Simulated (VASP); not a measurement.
Write the native input for VASP 6.6.1 that does the following.

```yaml
Task: single point
Functional: r2SCAN
Potentials_or_basis: VASP PAW PBE potentials, release 64 (Pt)
Cutoff: 520 eV
k_mesh: 9 × 9 × 13
Occupations: fermi-dirac, width 0.1 eV
Spin: no spin polarisation
Dipole_correction: no
Further_INCAR_settings: ALGO = Normal; EDIFF = 1e-07; NBANDS = 22
```

Crystal: Pt.

```
CELL_PARAMETERS angstrom
4.31303 0.00000 0.00000
-2.15651 3.73519 0.00000
0.00000 0.00000 2.56991
ATOMIC_POSITIONS crystal
Pt 0.00000 0.00000 0.00000
Pt 0.33333 0.66667 0.50000
Pt 0.66667 0.33333 0.50000
```

This isn't the form of Pt at room conditions, which is fcc.

These files were run (other wordings do the same):

POSCAR

```
Pt
1.0
    4.3130262185      0.0000000000      0.0000000000
   -2.1565131092      3.7351902724      0.0000000000
    0.0000000000      0.0000000000      2.5699078477
Pt
3
Direct
    1.0000000000      0.0000000000      1.0000000000
    0.3333333333      0.6666666667      0.5000000000
    0.6666666667      0.3333333333      0.5000000000
```

INCAR.step1

```
PREC = Accurate
ENCUT = 520
ISMEAR = -1
SIGMA = 0.1
LREAL = False
LASPH = True
NELM = 60
NBANDS = 22
GGA = PE
ALGO = Normal
EDIFF = 1E-4
LWAVE = True
LCHARG = False
```

INCAR.step2

```
PREC = Accurate
ENCUT = 520
EDIFF = 1E-7
ISMEAR = -1
SIGMA = 0.1
LREAL = False
LASPH = True
NELM = 60
ALGO = Normal
ISIF = 2
LWAVE = False
LCHARG = False
METAGGA = R2SCAN
LMIXTAU = True
NBANDS = 22
ISTART = 1
```

KPOINTS

```
Automatic mesh
0
Gamma
  9 9 13
```

Potentials or basis: VASP PAW PBE potentials, release 64 (Pt).

Run with:

```bash
$ cat potpaw_PBE.64/Pt/POTCAR > POTCAR
$ cp INCAR.step1 INCAR
$ mpirun -np 1 vasp_std > vasp.out
$ cp INCAR.step2 INCAR
$ mpirun -np 1 vasp_std > vasp.out
```

Results of the run:

```json
{"Pressure": "47.5 GPa", "Band gap on the k mesh": "zero (bands 15 and 16 overlap by 1.77 eV)"}
```

Caveat: the cell stands under pressure; the PAW data sets were made with another functional, which shifts forces and pressure a little; spin-orbit coupling is left out, which moves the levels of the heavy elements.

Run time: 2.2 min on 1 thread of AMD EPYC 9R45 96-Core Processor (Zen 5) (shared host), peak memory 0.17 GiB.
